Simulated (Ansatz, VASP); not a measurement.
## BN in VASP and in Ansatz

The input INCAR:

```
ALGO = Normal ; EDIFF = 1E-6
ENCUT = 600 ; GGA = PE
GGA_COMPAT = False ; ISIF = 2
ISMEAR = 0 ; LASPH = True
LCHARG = True ; LELF = True
LREAL = False ; LVHAR = True
LWAVE = False ; NBANDS = 11
NELM = 120 ; PREC = Accurate
SIGMA = 0.1
```

File KPOINTS:

```
k-points
0
Gamma
  8 8 8
```

POSCAR

```
BN
1.0
    0.0000000000      2.2355652184      2.2355652184
    2.2355652184      0.0000000000      2.2355652184
    2.2355652184      2.2355652184      0.0000000000
B N
1 1
Direct
    0.7500000000      0.7500000000      0.7500000000
    0.0000000000      0.0000000000      0.0000000000
```

Input for Ansatz:

```yaml
crystal:
  lattice:
    - [0.0, 2.2355652184, 2.2355652184]
    - [2.2355652184, 0.0, 2.2355652184]
    - [2.2355652184, 2.2355652184, 0.0]
  atoms:
    - { symbol: B, position: [0.75, 0.75, 0.75] }
    - { symbol: "N", position: [0.0, 0.0, 0.0] }
basis:
  ecutwfc: 420
kpoints:
  mp_grid: { grid: [8, 8, 8] }
hamiltonian:
  xc: pbe
scf:
  occupations: { method: gaussian, width: 0.1 }
output:
  forces: true
  stress: true
  eigenvalues: true
```

Alike in both runs: task single point; functional PBE; k mesh 8 × 8 × 8; occupations gaussian, width 0.1 eV; no spin polarisation.

```csv
,VASP,Ansatz
version,VASP 6.6.1,Ansatz 0.2.0
potentials or method,"VASP PAW PBE potentials, release 64 (B, N), cutoff 600 eV","scalar-relativistic, plane waves, PAW"
valence electrons in the cell,8,8
```

|  | VASP | Ansatz | Ansatz less VASP |
| --- | --- | --- | --- |
| gap on the k mesh at the Fermi level (eV) | 1.97 | 1.97 | -0.007 |
| least direct gap on the mesh (eV) | 1.97 | 1.97 | -0.007 |
